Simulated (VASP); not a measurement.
Cs2SnI6: electric field gradients with PBE

Cs2SnI6:

```xyz
9
Lattice="0.0000 5.8150 5.8150 5.8150 0.0000 5.8150 5.8150 5.8150 0.0000" Properties=species:S:1:pos:R:3 pbc="T T T"
Cs    2.9075    2.9075    2.9075
Cs    8.7225    8.7225    8.7225
Sn    0.0000    0.0000    0.0000
I     2.8494    5.8150    5.8150
I     5.8150    2.8494    5.8150
I     8.7807    5.8150    5.8150
I     5.8150    8.7807    5.8150
I     5.8150    5.8150    2.8494
I     5.8150    5.8150    8.7807
```

* Program: VASP 6.6.1
* Task: electric field gradients
* Functional: PBE
* Potentials or basis: VASP PAW PBE potentials, release 64 (Cs_sv, Sn_d, I)
* Cutoff: 400 eV
* k mesh: 5 × 5 × 5
* Occupations: fermi-dirac, width 0.02 eV
* Spin: no spin polarisation
* Dipole correction: no
* Charge: -1
* Further INCAR settings: ALGO = Normal; EDIFF = 1e-08; NBANDS = 47; NELECT = 75.0

| Property | Result |
| --- | --- |
| Largest force | 1.016 eV/Å |
| Largest electric field gradient by atom | Cs -0.0; Sn +0.0; I +329.4 V/Å² |

Forces on the atoms (eV/Å):
```
Cs   0.000  0.000  0.000
Cs   0.000  0.000  0.000
Sn   0.000  0.000  0.000
I    1.016  0.000  0.000
I    0.000  1.016  0.000
I   -1.016  0.000  0.000
I    0.000 -1.016  0.000
I    0.000  0.000  1.016
I    0.000  0.000 -1.016
```

Levels at points of the mesh, in eV from the Fermi level:
```csv
k point,band 35,band 36,band 37,band 38,band 39,band 40,band 41,band 42
"(0.00, 0.00, 0.00)",-1.46,-1.46,-1.46,-1.09,2.42,2.72,2.72,2.72
```

Electric field gradients, principal values (V/Å²):
| atom | least | middle | greatest (by size) |
| --- | --- | --- | --- |
| 1 Cs | 0.001 | 0.001 | -0.002 |
| 2 Cs | 0.001 | 0.001 | -0.002 |
| 3 Sn | -0.002 | -0.002 | 0.004 |
| 4 I | -164.692 | -164.692 | 329.383 |
| 5 I | -164.692 | -164.692 | 329.383 |
| 6 I | -164.692 | -164.692 | 329.383 |
| 7 I | -164.692 | -164.692 | 329.383 |
| 8 I | -164.692 | -164.692 | 329.383 |
| 9 I | -164.692 | -164.692 | 329.383 |

Run time: 2.6 min on 1 thread of Intel(R) Xeon(R) Platinum 8488C (Sapphire Rapids) (shared host), peak memory 0.46 GiB.

Caveat: the cell carries a net charge on a neutralising background, which shifts energy and pressure; the cell is charged against a uniform background, so pressure and absolute levels hang on convention; without QUAD_EFG the Cq values of the log hold for a quadrupole moment of 1 mb, not for the nuclei; spin-orbit coupling is left out, which moves the levels of the heavy elements; an odd number of electrons without spin polarisation forces a metal; a magnetic or distorted state may lie lower.
